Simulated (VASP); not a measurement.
Ir:

```xyz
1
Lattice="0.0000 1.9353 1.9353 1.9353 0.0000 1.9353 1.9353 1.9353 0.0000" Properties=species:S:1:pos:R:3 pbc="T T T"
Ir    0.0000    0.0000    0.0000
```

| Property | Result |
| --- | --- |
| Program | VASP 6.6.1 |
| Task | relaxation of cell and atoms |
| Functional | LDA |
| Potentials or basis | VASP PAW LDA potentials, release 64 (Ir) |
| Cutoff | 600 eV |
| k mesh | 18 × 18 × 18 |
| Occupations | gaussian, width 0.1 eV |
| Spin | no spin polarisation |

At the start: pressure -14.6 GPa; volume 14.50 Å³/atom.

Q: Where does the relaxation end?

A: Over 5 steps the energy falls by 27.1 meV/atom and the volume is 13.93 Å³/atom (-3.9 %); space group Fm-3m (No. 225, to 0.05 Å).

Step by step:
```tsv
step	energy change (eV)	largest force (eV/Å)	pressure (GPa)	volume (Å³)
1	0.0000	0.0000	-14.62	14.50
2	0.4863	0.0000	94.55	11.89
3	-0.0269	0.0000	-1.14	13.97
4	-0.0271	0.0000	-0.28	13.94
5	-0.0271	0.0000	0.05	13.93
```

Final structure:
```
Ir
1.0
     0.00000    1.90956    1.90956
     1.90956    0.00000    1.90956
     1.90956    1.90956    0.00000
Ir
1
Direct
  0.00000 0.00000 0.00000
```
